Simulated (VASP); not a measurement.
# As (R-3m) in VASP: notebook, part 2 of 2

VASP 6.6.1. The steps go on from the part before.

## (5) Single point, LDA

Contents of INCAR:

```
PREC     = Accurate       # precision mode
ENCUT    = 600            # plane-wave cutoff, eV
EDIFF    = 1E-6           # SCF threshold, eV
ISMEAR   = 0              # smearing method
SIGMA    = 0.1            # smearing width, eV
LREAL    = False          # projectors in reciprocal space
LASPH    = True           # aspherical terms in the spheres
NELM     = 120            # most SCF steps
ALGO     = Normal         # electronic algorithm
ISIF     = 2              # what is computed and relaxed
LWAVE    = False          # write WAVECAR
LCHARG   = False          # write CHGCAR
GGA      = CA             # functional
NBANDS   = 22             # bands
GGA_COMPAT= False
```

Contents of KPOINTS:

```
regular mesh
0
Gamma
  6 6 6
```

Contents of POSCAR:

```
As
1.0
    1.8807968987      1.0858785957      3.5140619945
   -1.8807968987      1.0858785957      3.5140619945
    0.0000000000     -2.1717571915      3.5140619945
As
2
Direct
    0.7740000000      0.7740000000      0.7740000000
    0.2260000000      0.2260000000      0.2260000000
```

Potentials or basis: VASP PAW LDA potentials, release 64 (As_d).

Started as:

```
> cat potpaw_LDA.64/As_d/POTCAR > POTCAR
> mpirun -np 1 vasp_std > vasp.out
```

OUTCAR:

```text
PREC = Accurate
   ENCUT = 600
   EDIFF = 1E-6
   ISMEAR = 0
   LREAL = False
   LASPH = True
   NELM = 120
   ISIF = 2
   GGA = CA

 ion  position               nearest neighbor table
   1  0.774  0.774  0.774-   2 2.51   2 2.51   2 2.51
   2  0.226  0.226  0.226-   1 2.51   1 2.51   1 2.51

  LATTYP: Found a trigonal (rhomboedric) cell.
 ALAT       =     4.1310000000
 COS(alpha) =     0.5854247172

  Lattice vectors:

 A1 = (   1.8807968987,   1.0858785957,   3.5140619945)
 A2 = (  -1.8807968987,   1.0858785957,   3.5140619945)
 A3 = (   0.0000000000,  -2.1717571915,   3.5140619945)

Analysis of symmetry for initial positions (statically):
=====================================================================
 Subroutine PRICEL returns:
 Original cell was already a primitive cell.

 Routine SETGRP: Setting up the symmetry group for a
 trigonal (rhombohedral) supercell.

 Subroutine GETGRP returns: Found 12 space group operations
 (whereof 12 operations were pure point group operations)
 out of a pool of 12 trial point group operations.

The static configuration has the point symmetry D_3d.

Analysis of symmetry for dynamics (positions and initial velocities):
=====================================================================
 Subroutine PRICEL returns:
 Original cell was already a primitive cell.

 Routine SETGRP: Setting up the symmetry group for a
 trigonal (rhombohedral) supercell.

 Subroutine GETGRP returns: Found 12 space group operations
 (whereof 12 operations were pure point group operations)
 out of a pool of 12 trial point group operations.

The dynamic configuration has the point symmetry D_3d.

 Subroutine INISYM returns: Found 12 space group operations
 (whereof 12 operations are pure point group operations),
 and found     1 'primitive' translations

----------------------------------------------------------------------------------------

                                     Primitive cell

  volume of cell :      43.0610

  direct lattice vectors                    reciprocal lattice vectors
     1.880796899  1.085878596  3.514061995     0.265844760  0.153485544  0.094856987
    -1.880796899  1.085878596  3.514061995    -0.265844760  0.153485544  0.094856987
     0.000000000 -2.171757191  3.514061995     0.000000000 -0.306971087  0.094856987

  length of vectors
     4.131000000  4.131000000  4.131000000     0.321292852  0.321292852  0.321292852

  position of ions in fractional coordinates (direct lattice)
     0.774000000  0.774000000  0.774000000
     0.226000000  0.226000000  0.226000000

  ion indices of the primitive-cell ions
   primitive index   ion index
                 1           1
                 2           2

----------------------------------------------------------------------------------------

 KPOINTS: regular mesh

Automatic generation of k-mesh.
 Grid dimensions read from file:
 generate k-points for:    6    6    6

 Generating k-lattice:

  Cartesian coordinates                     Fractional coordinates (reciprocal lattice)
     0.044307460  0.025580924  0.015809498     0.166666667  0.000000000  0.000000000
    -0.044307460  0.025580924  0.015809498     0.000000000  0.166666667  0.000000000
     0.000000000 -0.051161848  0.015809498     0.000000000  0.000000000  0.166666667

  Length of vectors
     0.053548809  0.053548809  0.053548809

  Shift w.r.t. Gamma in fractional coordinates (k-lattice)
     0.000000000  0.000000000  0.000000000

 Subroutine IBZKPT returns following result:
 ===========================================

 Found     32 irreducible k-points:

 Following reciprocal coordinates:
            Coordinates               Weight
  0.000000  0.000000  0.000000      1.000000
  0.166667 -0.000000 -0.000000      6.000000
  0.333333 -0.000000 -0.000000      6.000000
  0.500000  0.000000  0.000000      3.000000
  0.166667  0.166667 -0.000000      6.000000
  0.333333  0.166667  0.000000     12.000000
[... 16 lines left out ...]
  0.500000  0.500000  0.166667      6.000000
 -0.333333  0.500000  0.166667     12.000000
 [... further k-points ...]
   k-points           NKPTS =     32   k-points in BZ     NKDIM =     32   number of bands    NBANDS=     22
   number of dos      NEDOS =    301   number of ions     NIONS =      2
   total plane-waves  NPLWV =  46656
   dimension x,y,z NGX =    36 NGY =   36 NGZ =   36
   dimension x,y,z NGXF=    72 NGYF=   72 NGZF=   72
   ions per type =               2
   NGX,Y,Z   is equivalent  to a cutoff of  14.49, 14.49, 14.49 a.u.
   NGXF,Y,Z  is equivalent  to a cutoff of  28.98, 28.98, 28.98 a.u.
 SYSTEM =  unknown system
   PREC   = accura    normal or accurate (medium, high low for compatibility)
   ISTART =      0    job   : 0-new  1-cont  2-samecut
   ICHARG =      2    charge: 1-file 2-atom 10-const
   ISPIN  =      1    spin polarized calculation?
   LNONCOLLINEAR =      F non collinear calculations
   LSORBIT =      F    spin-orbit coupling
   LASPH  =      T    aspherical Exc in radial PAW
   ENCUT  =  600.0 eV  44.10 Ry    6.64 a.u.   8.25  8.25  8.25*2*pi/ulx,y,z
   NELM   =    120;   NELMIN=  2; NELMDL= -5     # of ELM steps
   EDIFF  = 0.1E-05   stopping-criterion for ELM
   LREAL  =      F    real-space projection
[... 7 lines left out ...]
   TEBEG  =    0.0;   TEEND  =   0.0 temperature during run
   PSTRESS=    0.0 pullay stress
   NELECT =      30.0000    total number of electrons
   NUPDOWN=      -1.0000    fix difference up-down
   EMIN   =  10.00;   EMAX   =-10.00  energy-range for DOS
   EFERMI =   0.00;   METHOD = LEGACY
   ISMEAR =     0;   SIGMA  =   0.10  broadening in eV -4-tet -1-fermi 0-gaus
   EFERMI_NEDOS =   21; number of points for ismear=-14 and -15
   IALGO  =     38    algorithm
   IMIX   =      4    mixing-type and parameters
     AMIX     =   0.40;   BMIX     =  1.00
     AMIX_MAG =   1.60;   BMIX_MAG =  1.00
  volume/ion in A,a.u.               =      21.53       145.29
  Fermi-wavevector in a.u.,A,eV,Ry     =   1.451289  2.742539 28.657140  2.106240
  Thomas-Fermi vector in A             =   2.568803
   LORBIT       =      0    0 simple, 1 ext, 2 COOP (PROOUT), +10 PAW based schemes
   GGA     = CA    functional components
   LHFCALC =     F    Hartree Fock is set to
   AEXX    =    0.0000 exact exchange contribution
   IVDW    =     0    specifies the selected vdW correction
   LEPSILON=     F    determine dielectric tensor
   LRPA    =     F    only Hartree local field effects (RPA)
 non-spin polarized calculation
 Gauss-broadening in eV      SIGMA  =   0.10
  energy-cutoff  :      600.00
  volume of cell :       43.06
 maximum number of plane-waves:      1456
 NGX is ok and might be reduce to    36
   NGX = 17   NGY = 17   NGZ = 17

 number of electron      30.0000004 magnetization

 Free energy of the ion-electron system (eV)
  ---------------------------------------------------
  ext. energy  EPLUGINS =         0.00000000
  ---------------------------------------------------
  free energy    TOTEN  =       -10.79856054 eV

  energy without entropy =      -10.79699334  energy(sigma->0) =      -10.79777694

 E-fermi :   3.7151     XC(G=0): -10.9860

 val. band max:        3.7151170627   @ k =   0.3333   0.1667   0.1667
 cond. band min:       4.0940466492   @ k =   0.5000   0.0000   0.0000
 fundamental gap:      0.3789295865
 Fermi energy:         3.7151171148

 k-point     1 :       0.0000    0.0000    0.0000
  band No.  band energies     occupation
      1     -32.6636      2.00000
      2     -32.6636      2.00000
      3     -32.6164      2.00000
      4     -32.6164      2.00000
      5     -32.5843      2.00000
      6     -32.5460      2.00000
[... 14 lines left out ...]
     21      11.1247      0.00000
     22      12.5564      0.00000

 k-point     2 :       0.1667   -0.0000   -0.0000
  band No.  band energies     occupation
      1     -32.6608      2.00000
      2     -32.6556      2.00000
      3     -32.6136      2.00000
      4     -32.6104      2.00000
      5     -32.5822      2.00000
      6     -32.5500      2.00000
[... 14 lines left out ...]
     21      10.7295      0.00000
     22      14.3827      0.00000
[... 523 lines left out ...]
     21      15.3445      0.00000
     22      15.6883      0.00000

 k-point    24 :      -0.3333    0.5000    0.1667
  band No.  band energies     occupation
      1     -32.6586      2.00000
      2     -32.6190      2.00000
      3     -32.6013      2.00000
      4     -32.5903      2.00000
      5     -32.5736      2.00000
      6     -32.5696      2.00000
[... 14 lines left out ...]
     21      15.6154      0.00000
     22      16.6195      0.00000

 [... further k-points ...]
[... 5 lines left out ...]
  --------------------------------------------------------------------------------------
  -------------------------------------------------------------------------------------
  Total       -0.2402173     -0.2402173     -0.5616876     -0.0000000      0.0000000      0.0000000
  in kB       -8.9378081     -8.9378081    -20.8988112     -0.0000000      0.0000000      0.0000000
  external PRESSURE =     -12.9248091 kB  Pullay stress =       0.0000000 kB

 VOLUME and BASIS-vectors are now :
 -----------------------------------------------------------------------------
  energy-cutoff  :      600.00
  volume of cell :       43.06
      direct lattice vectors                 reciprocal lattice vectors
     1.880796899  1.085878596  3.514061995     0.265844760  0.153485544  0.094856987
    -1.880796899  1.085878596  3.514061995    -0.265844760  0.153485544  0.094856987
     0.000000000 -2.171757191  3.514061995     0.000000000 -0.306971087  0.094856987

 POSITION                                       TOTAL-FORCE (eV/Angst)
 -----------------------------------------------------------------------------------
      0.00000     -0.00000      8.15965         0.000000      0.000000     -0.195035
      0.00000     -0.00000      2.38253         0.000000     -0.000000      0.195035
 -----------------------------------------------------------------------------------
    total drift:                               -0.000000      0.000000     -0.000000

  FREE ENERGIE OF THE ION-ELECTRON SYSTEM (eV)
  ---------------------------------------------------
  free  energy   TOTEN  =       -10.7985605447 eV

  energy  without entropy=      -10.7969933446  energy(sigma->0) =      -10.79777694
```

Wall time 22 s (1 thread of Intel Xeon Platinum 8375C at 2.90GHz (Ice Lake), shared host); peak memory 0.18 GiB.

Results:

* Free energy: -10.7986 eV
* Pressure: -1.3 GPa
* Largest force: 0.195 eV/Å
* Band gap on the k mesh: zero (band 15 reaches 3.72 eV, above the bottom of band 16 at 3.37 eV)

Forces on the atoms (eV/Å):
```
As   0.000  0.000 -0.195
As   0.000  0.000  0.195
```

## (6) The runs side by side

```tsv
potentials or basis	cell	k mesh	cutoff (eV)	smearing	second run	gap on the mesh (eV)	pressure (GPa)	largest force (eV/Å)
VASP PAW LDA potentials, release 64 (As)	a = 4.131 Å, angles 54.2°, 2 atoms	6 × 6 × 6	520	gaussian 0.1 eV	-	none	-1.1	0.23
VASP PAW LDA potentials, release 64 (As)	a = 3.974 Å, angles 56.5°, 2 atoms	15 × 15 × 15	520	gaussian 0.1 eV	-	none	0.5	0.07
VASP PAW LDA potentials, release 64 (As)	a = 3.977 Å, angles 56.4°, 2 atoms	15 × 15 × 15	520	fermi-dirac 0.15 eV	-	none	0.4	0.06
VASP PAW LDA potentials, release 64 (As_d)	a = 4.131 Å, angles 54.2°, 2 atoms	6 × 6 × 6	600	gaussian 0.1 eV	valence_matched	none	-1.3	0.20
```

Alike in all rows: task single point; level LDA; no spin polarisation.

Total energies depend on the potentials used, so only differences within one code and one set of settings carry meaning.
